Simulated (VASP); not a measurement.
# Cu (Fm-3m) in VASP: a series of runs

Cu is run at these levels: PBE+D3(BJ); tasks: single point.

Everything below comes from runs of VASP 6.6.1. Logs are shortened: lines on timing, memory, paths and dates and some standing lists are left out, and cuts for length are marked.

## 1. The cell of the first run

It takes space group Fm-3m (No. 225, cubic). Conventional cell: a = 3.453 Å, b = 3.453 Å, c = 3.453 Å, α = 90.00°, β = 90.00°, γ = 90.00°. Within 3.2 Å of Cu (site symmetry m-3m) lie 12 Cu at 2.44 Å.

## 2. Single point, PBE+D3(BJ) (volume scaled by 0.91)

Input file INCAR:

```
SYSTEM = Cu
ALGO     = Normal         ! electronic algorithm
EDIFF    = 1E-6           ! SCF threshold, eV
ENCUT    = 600            ! plane-wave cutoff, eV
GGA      = PE             ! functional
GGA_COMPAT= .FALSE.      
ISIF     = 2              ! what is computed and relaxed
ISMEAR   = 0              ! smearing method
IVDW     = 12             ! dispersion correction
LASPH    = .TRUE.         ! aspherical terms in the spheres
LCHARG   = .TRUE.         ! write CHGCAR
LELF     = .TRUE.         ! ELF
LREAL    = .FALSE.        ! projectors in reciprocal space
LVHAR    = .TRUE.       
LWAVE    = .FALSE.        ! write WAVECAR
NBANDS   = 12             ! bands
NELM     = 120            ! most SCF steps
PREC     = Accurate       ! precision mode
SIGMA    = 0.1            ! smearing width, eV
```

Input file KPOINTS:

```
k-points
0
G
  20 20 20
  0 0 0
```

Input file POSCAR:

```
Cu
1.0
    0.0000000000      1.7265463659      1.7265463659
    1.7265463659      0.0000000000      1.7265463659
    1.7265463659      1.7265463659      0.0000000000
Cu
1
Direct
    0.0000000000      0.0000000000      0.0000000000
```

Potentials or basis: VASP PAW PBE potentials, release 64 (Cu).

Launch:

```console
cat potpaw_PBE.64/Cu/POTCAR > POTCAR
mpirun -np 1 vasp_std > vasp.out
```

OUTCAR:

```text
SYSTEM = Cu
   EDIFF = 1E-6
   ENCUT = 600
   GGA = PE
   ISIF = 2
   ISMEAR = 0
   IVDW = 12
   LASPH = .TRUE.
   LREAL = .FALSE.
   NELM = 120
   PREC = Accurate
 IVDW          = 12

 ion  position               nearest neighbor table
   1  0.000  0.000  0.000-

  LATTYP: Found a face centered cubic cell.
 ALAT       =     3.4530927318

  Lattice vectors:

 A1 = (   0.0000000000,   1.7265463659,   1.7265463659)
 A2 = (   1.7265463659,   0.0000000000,   1.7265463659)
 A3 = (   1.7265463659,   1.7265463659,   0.0000000000)

Analysis of symmetry for initial positions (statically):
=====================================================================
 Subroutine PRICEL returns:
 Original cell was already a primitive cell.

 Routine SETGRP: Setting up the symmetry group for a
 face centered cubic supercell.

 Subroutine GETGRP returns: Found 48 space group operations
 (whereof 48 operations were pure point group operations)
 out of a pool of 48 trial point group operations.

The static configuration has the point symmetry O_h .

Analysis of symmetry for dynamics (positions and initial velocities):
=====================================================================
 Subroutine PRICEL returns:
 Original cell was already a primitive cell.

 Routine SETGRP: Setting up the symmetry group for a
 face centered cubic supercell.

 Subroutine GETGRP returns: Found 48 space group operations
 (whereof 48 operations were pure point group operations)
 out of a pool of 48 trial point group operations.

The dynamic configuration has the point symmetry O_h .

 Subroutine INISYM returns: Found 48 space group operations
 (whereof 48 operations are pure point group operations),
 and found     1 'primitive' translations

----------------------------------------------------------------------------------------

                                     Primitive cell

  volume of cell :      10.2935

  direct lattice vectors                    reciprocal lattice vectors
     0.000000000  1.726546366  1.726546366    -0.289595466  0.289595466  0.289595466
     1.726546366  0.000000000  1.726546366     0.289595466 -0.289595466  0.289595466
     1.726546366  1.726546366  0.000000000     0.289595466  0.289595466 -0.289595466

  length of vectors
     2.441705287  2.441705287  2.441705287     0.501594061  0.501594061  0.501594061

  position of ions in fractional coordinates (direct lattice)
     0.000000000  0.000000000  0.000000000

  ion indices of the primitive-cell ions
[... 82 lines left out ...]
   POTIM  = 0.5000    time-step for ionic-motion
   TEBEG  =    0.0;   TEEND  =   0.0 temperature during run
   PSTRESS=    0.0 pullay stress
   NELECT =      11.0000    total number of electrons
   NUPDOWN=      -1.0000    fix difference up-down
   EMIN   =  10.00;   EMAX   =-10.00  energy-range for DOS
   EFERMI =   0.00;   METHOD = LEGACY
   ISMEAR =     0;   SIGMA  =   0.10  broadening in eV -4-tet -1-fermi 0-gaus
   EFERMI_NEDOS =   21; number of points for ismear=-14 and -15
   IALGO  =     38    algorithm
   IMIX   =      4    mixing-type and parameters
     AMIX     =   0.40;   BMIX     =  1.00
     AMIX_MAG =   1.60;   BMIX_MAG =  1.00
  volume/ion in A,a.u.               =      10.29        69.46
  Fermi-wavevector in a.u.,A,eV,Ry     =   1.673725  3.162882 38.114762  2.801356
  Thomas-Fermi vector in A             =   2.758646
   LORBIT       =      0    0 simple, 1 ext, 2 COOP (PROOUT), +10 PAW based schemes
   GGA     = PE    functional components
   LHFCALC =     F    Hartree Fock is set to
   AEXX    =    0.0000 exact exchange contribution
   IVDW    =    12    specifies the selected vdW correction
   LEPSILON=     F    determine dielectric tensor
   LRPA    =     F    only Hartree local field effects (RPA)
 non-spin polarized calculation
 Gauss-broadening in eV      SIGMA  =   0.10
  energy-cutoff  :      600.00
  volume of cell :       10.29
 maximum number of plane-waves:       360
   NGX =  9   NGY =  9   NGZ =  9

 number of electron      10.9999992 magnetization

 Free energy of the ion-electron system (eV)
  ---------------------------------------------------
  ext. energy  EPLUGINS =         0.00000000
  ---------------------------------------------------
  free energy    TOTEN  =        -3.58578179 eV

  energy without entropy =       -3.58457980  energy(sigma->0) =       -3.58518080

 E-fermi :   9.4218     XC(G=0): -13.5444

 val. band max:        9.3877019183   @ k =   0.5000   0.3000   0.1500
 cond. band min:       9.4498422651   @ k =   0.5000   0.2500   0.1000
 fundamental gap:      0.0621403468
 Fermi energy:         9.4217757812

 k-point     1 :       0.0000    0.0000    0.0000
  band No.  band energies     occupation
      1      -1.0309      2.00000
      2       5.9339      2.00000
      3       5.9339      2.00000
      4       5.9339      2.00000
      5       6.9518      2.00000
      6       6.9518      2.00000
      7      33.0987      0.00000
      8      36.8448      0.00000
      9      36.8448      0.00000
     10      36.8448      0.00000
     11      39.5424      0.00000
     12      39.5424      0.00000
[... 331 lines left out ...]
 k-point    24 :      -0.3500    0.0500    0.0000
  band No.  band energies     occupation
      1       3.0584      2.00000
      2       5.9602      2.00000
      3       6.0105      2.00000
      4       6.1160      2.00000
      5       7.3373      2.00000
      6       7.6712      2.00000
      7      17.5753      0.00000
      8      30.7591      0.00000
      9      33.2201      0.00000
     10      34.9637      0.00000
     11      36.9400      0.00000
     12      38.9026      0.00000

 [... further k-points ...]

------------------------ aborting loop because EDIFF is reached ----------------------------------------

 Edisp (eV)   -0.67233

 E8    (eV) :    -0.2888

  FORCE on cell =-STRESS in cart. coord.  units (eV):
  Direction    XX          YY          ZZ          XY          YZ          ZX
  --------------------------------------------------------------------------------------
  -------------------------------------------------------------------------------------
  Total       1.31613     1.31613     1.31613     0.00000    -0.00000    -0.00000
  in kB     204.85448   204.85448   204.85448     0.00000    -0.00000    -0.00000
  external pressure =      204.85 kB  Pullay stress =        0.00 kB

 VOLUME and BASIS-vectors are now :
 -----------------------------------------------------------------------------
  energy-cutoff  :      600.00
  volume of cell :       10.29
      direct lattice vectors                 reciprocal lattice vectors
     0.000000000  1.726546366  1.726546366    -0.289595466  0.289595466  0.289595466
     1.726546366  0.000000000  1.726546366     0.289595466 -0.289595466  0.289595466
     1.726546366  1.726546366  0.000000000     0.289595466  0.289595466 -0.289595466

 POSITION                                       TOTAL-FORCE (eV/Angst)
 -----------------------------------------------------------------------------------
      0.00000      0.00000      0.00000         0.000000      0.000000      0.000000
 -----------------------------------------------------------------------------------
    total drift:                                0.000000      0.000000      0.000000

  FREE ENERGIE OF THE ION-ELECTRON SYSTEM (eV)
  ---------------------------------------------------
  free  energy   TOTEN  =        -4.2581092463 eV

  energy  without entropy=       -4.2569072586  energy(sigma->0) =       -4.25750825
```

stdout:

```text
POSCAR found type information on POSCAR Cu
 POSCAR found :  1 types and       1 ions
 scaLAPACK will be used
 LDA part: xc-table for (Slater+PW92), standard interpolation
 POSCAR, INCAR and KPOINTS ok, starting setup
 FFT: planning ... GRIDC
 FFT: planning ... GRID_SOFT
 FFT: planning ... GRID
 WAVECAR not read
 entering main loop
```

Wall time 20 s (1 thread of Intel Xeon Platinum 8488C (Sapphire Rapids), shared host); peak memory 0.16 GiB.

Results:

```
Free energy                : -4.2581 eV
Pressure                   : 20.5 GPa
Dispersion energy per atom : -0.672 eV
```

Levels at points of the mesh, in eV from the Fermi level:
```tsv
k point	band 4	band 5	band 6	band 7	band 8	band 9
(0.00, 0.00, 0.00)	-3.49	-2.47	-2.47	23.68	27.42	27.42
(0.50, 0.00, 0.00)	-1.77	-1.77	-1.42	4.51	22.10	24.30
(0.50, 0.50, 0.00)	-1.59	-1.59	1.40	8.13	14.19	14.19
```

Caveat: pairwise dispersion overbinds metals, which lowers pressure and volume.

## 3. Single point, PBE+D3(BJ) (volume scaled by 0.94)

Input file INCAR:

```
SYSTEM = Cu
  ALGO = Normal
  EDIFF = 1E-6
  ENCUT = 600
  GGA = PE
  GGA_COMPAT = .False.
  ISIF = 2
  ISMEAR = 0
  IVDW = 12
  LASPH = .True.
  LCHARG = .False.
  LREAL = .False.
  LWAVE = .False.
  NBANDS = 12
  NELM = 120
  PREC = Accurate
  SIGMA = 0.1
```

Input file KPOINTS:

```
k-points
0
Gamma
  20 20 20
  0 0 0
```

Input file POSCAR:

```
Cu
1.0
    0.0000000000      1.7453146446      1.7453146446
    1.7453146446      0.0000000000      1.7453146446
    1.7453146446      1.7453146446      0.0000000000
Cu
1
Direct
    0.0000000000      0.0000000000      0.0000000000
```

Potentials or basis: VASP PAW PBE potentials, release 64 (Cu).

Launch:

```console
cat potpaw_PBE.64/Cu/POTCAR > POTCAR
mpirun -np 1 vasp_std > vasp.out
```

Wall time 18 s (1 thread of Intel Xeon Platinum 8488C (Sapphire Rapids), shared host); peak memory 0.16 GiB.

The run converged. Its results:

```
Free energy                : -4.2930 eV
Pressure                   : 12.7 GPa
Dispersion energy per atom : -0.650 eV
```

Levels at points of the mesh, in eV from the Fermi level:
```csv
k point,band 2,band 3,band 4,band 5,band 6,band 7,band 8,band 9,band 10,band 11
"(0.00, 0.00, 0.00)",-3.36,-3.36,-3.36,-2.39,-2.39,23.44,26.92,26.92,26.92,29.55
"(0.50, 0.00, 0.00)",-3.40,-3.40,-1.73,-1.73,-1.31,4.33,21.88,23.77,23.77,26.65
"(0.50, 0.50, 0.00)",-5.00,-1.75,-1.56,-1.56,1.43,7.89,13.93,13.93,18.70,22.09
```

Caveat: pairwise dispersion overbinds metals, which lowers pressure and volume.
